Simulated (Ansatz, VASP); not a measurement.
W: VASP beside Ansatz

```
CELL_PARAMETERS angstrom
0.00000 2.03000 2.07060
2.03000 0.00000 2.07060
2.03000 2.03000 0.00000
ATOMIC_POSITIONS crystal
W 0.00000 0.00000 0.00000
```

Change from the starting cell: strain +0.0200 x Voigt [0, 0, 1, 0, 0, 0], atoms carried along.

Alike in both runs: task single point; functional PBE; k mesh 20 × 20 × 20; occupations gaussian, width 0.15 eV; no spin polarisation.

|  | VASP | Ansatz |
| --- | --- | --- |
| version | VASP 6.6.1 | Ansatz 0.2.0 |
| potentials or method | VASP PAW PBE potentials, release 64 (W_sv), cutoff 520 eV | scalar-relativistic, plane waves, PAW |
| valence electrons in the cell | 14 | 14 |

|  | VASP | Ansatz | Ansatz less VASP |
| --- | --- | --- | --- |
| gap on the k mesh at the Fermi level (eV) | none | none | - |
| pressure (GPa) | -9.3 | -9.6 | -0.33 |
| traceless stress, the component that is largest in VASP (GPa) | 3.94 | 3.91 | -0.021 |

A gap of «none» marks a metal or a gap that the smearing closes.

Neither program's run includes spin-orbit coupling.
